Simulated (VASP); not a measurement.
Input of a VASP 6.6.1 run:

File INCAR:

```
SYSTEM = KBr
  PREC = Accurate
  ENCUT = 520
  EDIFF = 1E-7
  ISMEAR = -1
  SIGMA = 0.05
  LREAL = .False.
  LASPH = .True.
  NELM = 100
  ALGO = Normal
  ISIF = 2
  LWAVE = .False.
  LCHARG = .True.
  GGA = CA
  LELF = .True.
  LVHAR = .True.
  NBANDS = 15
```

KPOINTS

```
Automatic mesh
0
Gamma
  7 7 7
  0 0 0
```

POSCAR

```
KBr
1.0
    0.0000000000      3.1875702235      3.1875702235
    3.1875702235      0.0000000000      3.1875702235
    3.1875702235      3.1875702235      0.0000000000
Br K
1 1
Direct
    0.5000000000      0.5000000000      0.5000000000
    0.0000000000      0.0000000000      0.0000000000
```

Potentials or basis: VASP PAW LDA potentials, release 64 (Br, K_sv).

Command:

```bash
$ cat potpaw_LDA.64/Br/POTCAR potpaw_LDA.64/K_sv/POTCAR > POTCAR
$ mpirun -np 1 vasp_std > vasp.out
```

Problem. Predict the band gap on the k mesh.

Solution. 4.32 eV, direct.

Problem. Estimate the pressure.

Solution. 0.1 GPa.
